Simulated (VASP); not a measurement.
Here is a VASP 6.6.1 calculation.

POSCAR

```
BiB2As
1.0
    3.6852387723      0.0000000000      0.0000000000
    0.0000000000      3.6852387723      0.0000000000
    0.0000000000      0.0000000000      5.2748484839
As B Bi
1 2 1
Direct
    0.0000000000      0.0000000000      0.0000000000
    0.0000000000      0.5000000000      0.7807602850
    0.5000000000      0.0000000000      0.2192397150
    0.5000000000      0.5000000000      0.5000000000
```

Contents of INCAR.step1:

```
SYSTEM = BiB2As
PREC = Accurate
ENCUT = 520
ISMEAR = 0
SIGMA = 0.01
LREAL = .FALSE.
LASPH = .TRUE.
NELM = 80
NBANDS = 21
GGA = PE
ALGO = Normal
EDIFF = 1E-4
LWAVE = .TRUE.
LCHARG = .FALSE.
```

Contents of INCAR.step2:

```
SYSTEM = BiB2As
PREC = Accurate
ENCUT = 520
EDIFF = 1E-7
ISMEAR = 0
SIGMA = 0.01
LREAL = .FALSE.
LASPH = .TRUE.
NELM = 80
ALGO = Normal
ISIF = 2
LWAVE = .FALSE.
LCHARG = .FALSE.
METAGGA = R2SCAN
LMIXTAU = .TRUE.
NBANDS = 21
ISTART = 1
```

File KPOINTS:

```
Automatic mesh
0
G
  6 6 4
  0 0 0
```

Potentials or basis: VASP PAW PBE potentials, release 64 (As, B, Bi_d).

Run with:

```sh
$ cat potpaw_PBE.64/As/POTCAR potpaw_PBE.64/B/POTCAR potpaw_PBE.64/Bi_d/POTCAR > POTCAR
$ cp INCAR.step1 INCAR
$ mpirun -np 1 vasp_std > vasp.out
$ cp INCAR.step2 INCAR
$ mpirun -np 1 vasp_std > vasp.out
```

Question: What does it give for the band gap on the k mesh?

Answer: 0.53 eV (least direct gap 0.86 eV).

Question: Predict the pressure.

Answer: -5.5 GPa.

Question: Estimate the largest force.

Answer: 0.097 eV/Å.

Forces on the atoms (eV/Å):
```
As   0.000  0.000  0.000
B    0.000  0.000 -0.097
B    0.000  0.000  0.097
Bi   0.000  0.000  0.000
```

Caveat: the cell stands under tension; the PAW data sets were made with another functional, which shifts forces and pressure a little; spin-orbit coupling is left out, which moves the levels of the heavy elements. A k mesh can miss the band edges.
